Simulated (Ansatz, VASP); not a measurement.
Al in VASP and in Ansatz

Contents of POSCAR:

```
Al
1.0
    0.0000000000      2.0194648466      2.0194648466
    2.0194648466      0.0000000000      2.0194648466
    2.0194648466      2.0194648466      0.0000000000
Al
1
Direct
    0.0000000000      0.0000000000      0.0000000000
```

File INCAR.step1:

```
PREC = Accurate
ENCUT = 550
ISMEAR = 0
SIGMA = 0.1
LREAL = False
LASPH = True
NELM = 120
NBANDS = 8
GGA = PE
ALGO = Normal
EDIFF = 1E-5
LWAVE = True
LCHARG = False
GGA_COMPAT = False
```

Contents of INCAR.step2:

```
PREC = Accurate
ENCUT = 550
EDIFF = 1E-6
ISMEAR = 0
SIGMA = 0.1
LREAL = False
LASPH = True
NELM = 120
ALGO = Normal
ISIF = 2
LWAVE = False
LCHARG = False
METAGGA = R2SCAN
LMIXTAU = True
NBANDS = 8
ISTART = 1
GGA_COMPAT = False
```

File KPOINTS:

```
regular mesh
0
Gamma
  10 10 10
```

Input for Ansatz:

```yaml
crystal:
  lattice:
    - [0.0, 2.0194648466, 2.0194648466]
    - [2.0194648466, 0.0, 2.0194648466]
    - [2.0194648466, 2.0194648466, 0.0]
  atoms:
    - { symbol: Al, position: [0.0, 0.0, 0.0] }
basis:
  ecutwfc: 500
kpoints:
  mp_grid: { grid: [10, 10, 10] }
hamiltonian:
  xc: r2scan
scf:
  occupations: { method: gaussian, width: 0.1 }
output:
  forces: true
  stress: true
  eigenvalues: true
```

Alike in both runs: task single point; functional r2SCAN; k mesh 10 × 10 × 10; occupations gaussian, width 0.1 eV; no spin polarisation.

|  | VASP | Ansatz |
| --- | --- | --- |
| version | VASP 6.6.1 | Ansatz 0.2.0 |
| potentials or method | VASP PAW PBE potentials, release 64 (Al), cutoff 550 eV | scalar-relativistic, plane waves, PAW |
| valence electrons in the cell | 3 | 3 |

Ansatz gave:

| Item | Value |
| --- | --- |
| gap on the k mesh at the Fermi level (eV) | none |
| pressure (GPa) | -3.5 |

Q: What did VASP give for the same quantities?

A: gap on the k mesh at the Fermi level (eV): none; pressure (GPa): -3.8.

VASP's potentials were made for PBE, not for r2SCAN. A gap of «none» marks a metal or a gap that the smearing closes. The functional is the same, so the differences come from potentials, cutoffs and numerics.
